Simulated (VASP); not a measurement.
# Sn2TeO2 (P-6m2) in VASP: further runs

Sn2TeO2 is run at these levels: PBE; tasks: relaxation of cell and atoms, single point.

All numbers are computed with VASP 6.6.1; they aren't measurements. Logs are shortened: lines on timing, memory, paths and dates and some standing lists are left out, and cuts for length are marked.

## 1. The cell of the first run

The structure is hexagonal, space group P-6m2 (No. 187). Conventional cell: a = 4.356 Å, b = 4.356 Å, c = 7.872 Å, α = 90.00°, β = 90.00°, γ = 120.00°. Sn (site symmetry 3m) has 1 Sn at 2.33 Å and 1 O at 2.77 Å within 3.1 Å. Te (site symmetry -6m2) has 6 O at 2.52 Å within 3.3 Å. Within 3.3 Å of O (site symmetry -6m2) lie 3 Te at 2.52 Å and 3 O at 2.52 Å and 2 Sn at 2.77 Å. O (site symmetry -6m2) has 3 Te at 2.52 Å and 3 O at 2.52 Å within 3.3 Å.

The cell was built from a structure type or drawn by symmetry, and may not be a known phase.

## 2. Relaxation of cell and atoms, PBE

Contents of INCAR:

```
  PREC = Accurate
  ENCUT = 600
  EDIFF = 1E-6
  ISMEAR = 0
  SIGMA = 0.1
  LREAL = F
  LASPH = T
  NELM = 80
  ALGO = Normal
  ISIF = 3
  LWAVE = F
  LCHARG = F
  GGA = PE
  IBRION = 2
  NSW = 90
  EDIFFG = -0.04
```

Contents of KPOINTS:

```
Automatic mesh
0
Gamma
  6 6 2
```

Contents of POSCAR:

```
Sn2TeO2
1.0
    4.3563683700      0.0000000000      0.0000000000
   -2.1781841800      3.7727256700      0.0000000000
    0.0000000000      0.0000000000      7.8720787800
Sn Te O
2 1 2
Direct
    0.0000000000      0.0000000000      0.6480203500
    0.0000000000      0.0000000000      0.3519796500
    0.6666666700      0.3333333300      0.0000000000
    0.0000000000      0.0000000000      0.0000000000
    0.3333333300      0.6666666700      0.0000000000
```

Potentials or basis: VASP PAW PBE potentials, release 64 (Sn_d, Te, O).

Run with:

```
$ cat potpaw_PBE.64/Sn_d/POTCAR potpaw_PBE.64/Te/POTCAR potpaw_PBE.64/O/POTCAR > POTCAR
$ mpirun -np 1 vasp_std > vasp.out
```

OUTCAR:

```text
PREC = Accurate
   ENCUT = 600
   EDIFF = 1E-6
   ISMEAR = 0
   LREAL = F
   LASPH = T
   NELM = 80
   ISIF = 3
   GGA = PE
   IBRION = 2
   NSW = 90
   EDIFFG = -0.04

 ion  position               nearest neighbor table
   1  0.000  0.000  0.648-   2 2.33   4 2.77
   2  0.000  0.000  0.352-   1 2.33   4 2.77
   3  0.667  0.333  0.000-   5 2.52   4 2.52   5 2.52   4 2.52   4 2.52   5 2.52
   4  0.000  0.000  0.000-   3 2.52   3 2.52   3 2.52   1 2.77   2 2.77
   5  0.333  0.667  0.000-   3 2.52   3 2.52   3 2.52

  LATTYP: Found a hexagonal cell.
 ALAT       =     4.3563683700
 C/A-ratio  =     1.8070278065

  Lattice vectors:

 A1 = (   4.3563683700,   0.0000000000,   0.0000000000)
 A2 = (  -2.1781841800,   3.7727256700,   0.0000000000)
 A3 = (   0.0000000000,   0.0000000000,   7.8720787800)

Analysis of symmetry for initial positions (statically):
=====================================================================
 Subroutine PRICEL returns:
 Original cell was already a primitive cell.

 Routine SETGRP: Setting up the symmetry group for a
 hexagonal supercell.

 Subroutine GETGRP returns: Found 12 space group operations
 (whereof 12 operations were pure point group operations)
 out of a pool of 24 trial point group operations.

The static configuration has the point symmetry D_3h.

Analysis of symmetry for dynamics (positions and initial velocities):
=====================================================================
 Subroutine PRICEL returns:
 Original cell was already a primitive cell.

 Routine SETGRP: Setting up the symmetry group for a
 hexagonal supercell.

 Subroutine GETGRP returns: Found 12 space group operations
 (whereof 12 operations were pure point group operations)
 out of a pool of 24 trial point group operations.

The dynamic configuration has the point symmetry D_3h.

 Subroutine INISYM returns: Found 12 space group operations
 (whereof 12 operations are pure point group operations),
 and found     1 'primitive' translations

----------------------------------------------------------------------------------------

                                     Primitive cell

  volume of cell :     129.3806

  direct lattice vectors                    reciprocal lattice vectors
     4.356368370  0.000000000  0.000000000     0.229548999  0.132530176  0.000000000
    -2.178184180  3.772725670  0.000000000     0.000000000  0.265060354  0.000000000
     0.000000000  0.000000000  7.872078780     0.000000000  0.000000000  0.127031249

  length of vectors
     4.356368370  4.356368362  7.872078780     0.265060353  0.265060354  0.127031249

  position of ions in fractional coordinates (direct lattice)
     0.000000000  0.000000000  0.648020350
     0.000000000  0.000000000  0.351979650
     0.666666670  0.333333330  0.000000000
     0.000000000  0.000000000  0.000000000
     0.333333330  0.666666670  0.000000000

  ion indices of the primitive-cell ions
   primitive index   ion index
                 1           1
                 2           2
                 3           3
                 4           4
                 5           5

----------------------------------------------------------------------------------------

 KPOINTS: Automatic mesh

Automatic generation of k-mesh.
 Grid dimensions read from file:
 generate k-points for:    6    6    2

 Generating k-lattice:

  Cartesian coordinates                     Fractional coordinates (reciprocal lattice)
     0.038258167  0.022088363  0.000000000     0.166666667  0.000000000  0.000000000
     0.000000000  0.044176726  0.000000000     0.000000000  0.166666667  0.000000000
     0.000000000  0.000000000  0.063515625     0.000000000  0.000000000  0.500000000

  Length of vectors
     0.044176726  0.044176726  0.063515625

  Shift w.r.t. Gamma in fractional coordinates (k-lattice)
     0.000000000  0.000000000  0.000000000

 Subroutine IBZKPT returns following result:
 ===========================================

 Found     14 irreducible k-points:

 Following reciprocal coordinates:
            Coordinates               Weight
  0.000000  0.000000  0.000000      1.000000
  0.166667  0.000000  0.000000      6.000000
  0.333333  0.000000  0.000000      6.000000
  0.500000 -0.000000  0.000000      3.000000
  0.166667  0.166667  0.000000      6.000000
  0.333333  0.166667  0.000000     12.000000
  0.333333  0.333333  0.000000      2.000000
  0.000000  0.000000  0.500000      1.000000
  0.166667  0.000000  0.500000      6.000000
  0.333333  0.000000  0.500000      6.000000
  0.500000 -0.000000  0.500000      3.000000
  0.166667  0.166667  0.500000      6.000000
  0.333333  0.166667  0.500000     12.000000
  0.333333  0.333333  0.500000      2.000000
   k-points           NKPTS =     14   k-points in BZ     NKDIM =     14   number of bands    NBANDS=     27
   number of dos      NEDOS =    301   number of ions     NIONS =      5
   total plane-waves  NPLWV =  82944
   dimension x,y,z NGX =    36 NGY =   36 NGZ =   64
   dimension x,y,z NGXF=    72 NGYF=   72 NGZF=  128
   ions per type =               2   1   2
   NGX,Y,Z   is equivalent  to a cutoff of  13.74, 13.74, 13.52 a.u.
   NGXF,Y,Z  is equivalent  to a cutoff of  27.48, 27.48, 27.03 a.u.
 SYSTEM =  unknown system
   PREC   = accura    normal or accurate (medium, high low for compatibility)
   ISTART =      0    job   : 0-new  1-cont  2-samecut
   ICHARG =      2    charge: 1-file 2-atom 10-const
   ISPIN  =      1    spin polarized calculation?
   LNONCOLLINEAR =      F non collinear calculations
   LSORBIT =      F    spin-orbit coupling
   LASPH  =      T    aspherical Exc in radial PAW
   ENCUT  =  600.0 eV  44.10 Ry    6.64 a.u.   8.70  8.70 15.72*2*pi/ulx,y,z
   NELM   =     80;   NELMIN=  2; NELMDL= -5     # of ELM steps
   EDIFF  = 0.1E-05   stopping-criterion for ELM
   LREAL  =      F    real-space projection
   EDIFFG = -.4E-01   stopping-criterion for IOM
   NSW    =     90    number of steps for IOM
   IBRION =      2    ionic relax: 0-MD 1-quasi-New 2-CG
   NFREE  =      1    steps in history (QN), initial steepest desc. (CG)
   ISIF   =      3    stress and relaxation
   ISYM   =      2    0-nonsym 1-usesym 2-fastsym
   POTIM  = 0.5000    time-step for ionic-motion
   TEBEG  =    0.0;   TEEND  =   0.0 temperature during run
   PSTRESS=    0.0 pullay stress
   NELECT =      46.0000    total number of electrons
   NUPDOWN=      -1.0000    fix difference up-down
   EMIN   =  10.00;   EMAX   =-10.00  energy-range for DOS
   EFERMI =   0.00;   METHOD = LEGACY
   ISMEAR =     0;   SIGMA  =   0.10  broadening in eV -4-tet -1-fermi 0-gaus
   EFERMI_NEDOS =   21; number of points for ismear=-14 and -15
   IALGO  =     38    algorithm
   IMIX   =      4    mixing-type and parameters
     AMIX     =   0.40;   BMIX     =  1.00
     AMIX_MAG =   1.60;   BMIX_MAG =  1.00
  volume/ion in A,a.u.               =      25.88       174.62
  Fermi-wavevector in a.u.,A,eV,Ry     =   1.159768  2.191643 18.300669  1.345061
  Thomas-Fermi vector in A             =   2.296357
   LORBIT       =      0    0 simple, 1 ext, 2 COOP (PROOUT), +10 PAW based schemes
   GGA     = PE    functional components
   LHFCALC =     F    Hartree Fock is set to
   AEXX    =    0.0000 exact exchange contribution
   IVDW    =     0    specifies the selected vdW correction
   LEPSILON=     F    determine dielectric tensor
   LRPA    =     F    only Hartree local field effects (RPA)
 conjugate gradient relaxation of ions
 non-spin polarized calculation
 Gauss-broadening in eV      SIGMA  =   0.10
  energy-cutoff  :      600.00
  volume of cell :      129.38
 maximum number of plane-waves:      4342
 NGX is ok and might be reduce to    36
   NGX = 17   NGY = 17   NGZ = 31

--------------------------------------- Ionic step        1  -------------------------------------------

 number of electron      45.9999983 magnetization

 Free energy of the ion-electron system (eV)
  ---------------------------------------------------
  ext. energy  EPLUGINS =         0.00000000
  ---------------------------------------------------
  free energy    TOTEN  =       -17.53135326 eV

  energy without entropy =      -17.50589540  energy(sigma->0) =      -17.51862433

 E-fermi :   4.0794     XC(G=0):  -9.0079

 val. band max:        4.0291271589   @ k =   0.3333   0.0000   0.5000
 cond. band min:       4.1049599139   @ k =   0.5000  -0.0000   0.5000
 fundamental gap:      0.0758327551
 Fermi energy:         4.0793615226

 k-point     1 :       0.0000    0.0000    0.0000
  band No.  band energies     occupation
      1     -18.7288      2.00000
      2     -18.1651      2.00000
      3     -18.1651      2.00000
      4     -17.8079      2.00000
      5     -17.8079      2.00000
      6     -17.7292      2.00000
[... 519 lines left out ...]
  FREE ENERGIE OF THE ION-ELECTRON SYSTEM (eV)
  ---------------------------------------------------
  free  energy   TOTEN  =       -20.2626550023 eV

  energy  without entropy=      -20.2422540848  energy(sigma->0) =      -20.25245454

[... ionic steps 4 to 10 ...]

--------------------------------------- Ionic step       11  -------------------------------------------

 number of electron      45.9999997 magnetization

------------------------ aborting loop because EDIFF is reached ----------------------------------------

  FORCE on cell =-STRESS in cart. coord.  units (eV):
  Direction    XX          YY          ZZ          XY          YZ          ZX
  --------------------------------------------------------------------------------------
  -------------------------------------------------------------------------------------
  Total       -0.0379087     -0.0379087      0.0521786     -0.0000000      0.0000000     -0.0000000
  in kB       -0.5287268     -0.5287268      0.7277544     -0.0000000      0.0000000     -0.0000000
  external PRESSURE =      -0.1098997 kB  Pullay stress =       0.0000000 kB
[... 63 lines left out ...]
  energy  without entropy=      -20.6420227507  energy(sigma->0) =      -20.64695819

--------------------------------------- Ionic step       13  -------------------------------------------

 number of electron      46.0000003 magnetization

 Free energy of the ion-electron system (eV)
  ---------------------------------------------------
  ext. energy  EPLUGINS =         0.00000000
  ---------------------------------------------------
  free energy    TOTEN  =       -20.65492124 eV

  energy without entropy =      -20.64359357  energy(sigma->0) =      -20.64925741

 E-fermi :   5.8241     XC(G=0):  -9.4292

 val. band max:        5.8133426034   @ k =   0.3333   0.0000   0.5000
 cond. band min:       5.8912393142   @ k =   0.3333   0.3333   0.5000
 fundamental gap:      0.0778967108
 Fermi energy:         5.8241147640

 k-point     1 :       0.0000    0.0000    0.0000
  band No.  band energies     occupation
      1     -16.4333      2.00000
      2     -16.2477      2.00000
      3     -16.2477      2.00000
      4     -16.2477      2.00000
      5     -16.2379      2.00000
      6     -16.2379      2.00000
[... 441 lines left out ...]
  FREE ENERGIE OF THE ION-ELECTRON SYSTEM (eV)
  ---------------------------------------------------
  free  energy   TOTEN  =       -20.6549212410 eV

  energy  without entropy=      -20.6435935714  energy(sigma->0) =      -20.64925741

 reached required accuracy - stopping structural energy minimisation
```

It took 21 min on 1 thread of Oxide Virtual Turin-like, shared host; peak memory 0.3 GiB.

What came out:

```
Free energy                           : -20.6549 eV
Relaxed volume                        : 23.24 Å³/atom
Relaxed cell                          : a = 4.090 Å, b = 4.090 Å, c = 8.023 Å, α = 90.00°, β = 90.00°, γ = 120.00°
Space group after relaxing (to 0.1 Å) : P-6m2 (No. 187)
Energy gained by relaxing             : 624.7 meV/atom
Ionic steps                           : 13
Pressure after relaxing               : 0.0 GPa
Largest force after relaxing          : 0.024 eV/Å
Band gap on the k mesh                : zero (bands 23 and 24 overlap by 3.06 eV)
```

Forces on the atoms (eV/Å):
```
Sn   0.000  0.000  0.024
Sn   0.000  0.000 -0.024
Te   0.000  0.000  0.000
O    0.000  0.000  0.000
O    0.000  0.000  0.000
```

Stress tensor (GPa, compression positive):
```
-0.03  0.00  0.00
 0.00 -0.03  0.00
 0.00  0.00  0.18
```

Step by step:
| step | energy change (eV) | largest force (eV/Å) | pressure (GPa) | volume (Å³) |
| --- | --- | --- | --- | --- |
| 1 | 0.0000 | 7.7020 | -2.63 | 129.38 |
| 2 | -2.7120 | 0.7800 | -4.15 | 120.49 |
| 3 | -2.7313 | 0.7283 | -3.70 | 119.99 |
| 4 | -2.7533 | 0.6485 | -2.66 | 118.98 |
| 5 | -2.9793 | 0.3542 | 1.19 | 111.80 |
| 6 | -2.9979 | 0.1325 | 2.94 | 109.44 |
| 7 | -3.0905 | 0.1662 | 2.09 | 111.78 |
| 8 | -3.0940 | 0.1086 | 2.13 | 111.45 |
| 9 | -3.1084 | 0.3072 | -1.05 | 116.46 |
| 10 | -3.1155 | 0.1625 | 0.05 | 114.58 |
| 11 | -3.1178 | 0.1339 | -0.01 | 114.87 |
| 12 | -3.1205 | 0.0943 | 0.04 | 115.32 |
| 13 | -3.1236 | 0.0241 | 0.04 | 116.21 |

Final structure:
```yaml
crystal:
  lattice:
    - [4.08968, 0.00000, 0.00000]
    - [-2.04484, 3.54177, 0.00000]
    - [0.00000, 0.00000, 8.02309]
  atoms:
    - { symbol: Sn, position: [0.00000, 0.00000, 0.71716] }
    - { symbol: Sn, position: [0.00000, 0.00000, 0.28284] }
    - { symbol: Te, position: [0.66667, 0.33333, 0.00000] }
    - { symbol: O, position: [0.00000, 0.00000, 0.00000] }
    - { symbol: O, position: [0.33333, 0.66667, 0.00000] }
```

Levels at points of the mesh, in eV from the Fermi level:
```csv
k point,band 20,band 21,band 22,band 23,band 24,band 25,band 26,band 27
"(0.00, 0.00, 0.00)",-3.77,-2.44,-0.24,0.16,2.67,2.67,2.90,2.90
"(0.50, 0.00, 0.00)",-2.17,-1.71,-1.38,-1.37,0.42,1.32,1.40,1.47
"(0.00, 0.00, 0.50)",-4.36,-2.52,-0.17,2.33,2.33,3.03,3.13,3.13
"(0.50, 0.00, 0.50)",-1.83,-1.82,-1.38,-0.72,-0.10,0.91,2.00,2.84
```

Caveat: the k points lie up to 0.39 Å⁻¹ apart in the final cell, too coarse for converged energies and pressures of a metal; spin-orbit coupling is left out, which moves the levels of the heavy elements.

## 3. Single point, PBE

This run uses another cell than the first one, of 22.71 Å³/atom.

Contents of INCAR:

```
PREC = Accurate ; ENCUT = 520
EDIFF = 1E-6 ; ISMEAR = 0
SIGMA = 0.1 ; LREAL = False
LASPH = True ; NELM = 100
ALGO = Normal ; ISIF = 2
LWAVE = False ; LCHARG = False
GGA = PE ; NBANDS = 31
```

Contents of KPOINTS:

```
regular mesh
0
Gamma
  12 12 6
```

Contents of POSCAR:

```
Sn2TeO2
1.0
    4.1267324963      0.0000000000      0.0000000000
   -2.0633662482      3.5738551764      0.0000000000
    0.0000000000      0.0000000000      7.6979060315
Sn Te O
2 1 2
Direct
    0.0000000000      0.0000000000      0.7078029896
    0.0000000000      0.0000000000      0.2921970104
    0.6666666667      0.3333333333      0.0000000000
    0.0000000000      0.0000000000      0.0000000000
    0.3333333333      0.6666666667      0.0000000000
```

Potentials or basis: VASP PAW PBE potentials, release 64 (Sn_d, Te, O).

Run with:

```
$ cat potpaw_PBE.64/Sn_d/POTCAR potpaw_PBE.64/Te/POTCAR potpaw_PBE.64/O/POTCAR > POTCAR
$ mpirun -np 1 vasp_std > vasp.out
```

Wall time 10 min (1 thread of Oxide Virtual Turin-like, shared host); peak memory 0.36 GiB.

It converged, with:

| Quantity | Value |
| --- | --- |
| Free energy | -20.7430 eV |
| Pressure | -0.2 GPa |
| Largest force | 0.021 eV/Å |
| Band gap on the k mesh | zero (bands 23 and 24 overlap by 2.93 eV) |

Forces in eV/Å, atoms in the order of the input:
```
Sn   0.000  0.000 -0.021
Sn   0.000  0.000  0.021
Te   0.000  0.000  0.000
O    0.000  0.000  0.000
O    0.000  0.000  0.000
```

Stress tensor (GPa, compression positive):
```
-0.30  0.00  0.00
 0.00 -0.30  0.00
 0.00  0.00  0.02
```

Levels at points of the mesh, in eV from the Fermi level:
| k point | band 20 | band 21 | band 22 | band 23 | band 24 | band 25 | band 26 | band 27 |
| --- | --- | --- | --- | --- | --- | --- | --- | --- |
| (0.00, 0.00, 0.00) | -3.55 | -2.53 | -0.21 | 0.02 | 2.28 | 2.28 | 2.78 | 2.78 |
| (0.50, 0.00, 0.00) | -2.35 | -1.79 | -1.61 | -1.56 | 0.23 | 1.06 | 1.41 | 1.50 |
| (0.00, 0.00, 0.50) | -4.44 | -2.70 | -0.35 | 1.92 | 1.92 | 2.92 | 2.92 | 3.30 |
| (0.50, 0.00, 0.50) | -1.98 | -1.96 | -1.56 | -0.65 | -0.30 | 0.57 | 1.92 | 2.10 |

Caveat: spin-orbit coupling is left out, which moves the levels of the heavy elements.
